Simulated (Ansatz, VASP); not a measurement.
B: VASP beside Ansatz

```
CELL_PARAMETERS angstrom
1.78756 0.00000 0.00000
-0.89378 1.54807 0.00000
0.00000 0.00000 3.81719
ATOMIC_POSITIONS crystal
B 0.00000 0.00000 0.00000
```

Change from the starting cell: strain +0.050 along x and y, +0.050 along z, atoms carried along.

Alike in both runs: task single point; functional LDA; k mesh 33 × 33 × 14; occupations gaussian, width 0.15 eV; no spin polarisation.

|  | VASP | Ansatz |
| --- | --- | --- |
| version | VASP 6.6.1 | Ansatz 0.2.0 |
| potentials or method | VASP PAW LDA potentials, release 64 (B), cutoff 520 eV | scalar-relativistic, plane waves, PAW |
| valence electrons in the cell | 3 | 3 |

```tsv
	VASP	Ansatz	Ansatz less VASP
gap on the k mesh at the Fermi level (eV)	none	none	-
pressure (GPa)	-23.6	-23.6	-0.02
traceless stress, the component that is largest in VASP (GPa)	21.77	21.86	+0.092
```

LDA's correlation is that of Perdew and Zunger in VASP and of Perdew and Wang (1992) in Ansatz. A gap of «none» marks a metal or a gap that the smearing closes.
